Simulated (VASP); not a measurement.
Sr, 3 atoms in the cell. The structure is hexagonal, space group P6/mmm (No. 191). The conventional cell has a = 6.563 Å, b = 6.563 Å, c = 3.923 Å, α = 90.00°, β = 90.00°, γ = 120.00°. Within 5.2 Å of Sr (site symmetry 6/mmm) lie 14 Sr at 3.92 to 4.27 Å. Within 5.0 Å of Sr (site symmetry -6m2) lie 11 Sr at 3.79 to 4.27 Å. This isn't the form of Sr at room conditions, which is fcc.

| Quantity | Value |
| --- | --- |
| Program | VASP 6.6.1 |
| Task | relaxation of shape and atoms at fixed volume |
| Functional | PBE |
| Potentials or basis | VASP PAW PBE potentials, release 64 (Sr_sv) |
| Cutoff | 600 eV |
| k mesh | 5 × 5 × 7 |
| Occupations | fermi-dirac, width 0.1 eV |
| Spin | no spin polarisation |
| Dipole correction | no |
| Further INCAR settings | ALGO = Normal; EDIFF = 1e-07; IBRION = 2; EDIFFG = -0.005; NSW = 50; ISIF = 4 |

Potentials or basis: VASP PAW PBE potentials, release 64 (Sr_sv).

Run with:

```bash
$ cat potpaw_PBE.64/Sr_sv/POTCAR > POTCAR
$ mpirun -np 1 vasp_std > vasp.out
```

Hardware: 1 thread of Oxide Virtual Turin-like Processor, on a shared host.

How long does it take, and how much memory?

It took 4.4 min on 1 thread of Oxide Virtual Turin-like Processor, on a shared host, peak memory 0.29 GiB. Counts: scf iterations 25, k points 20, ion steps 3.
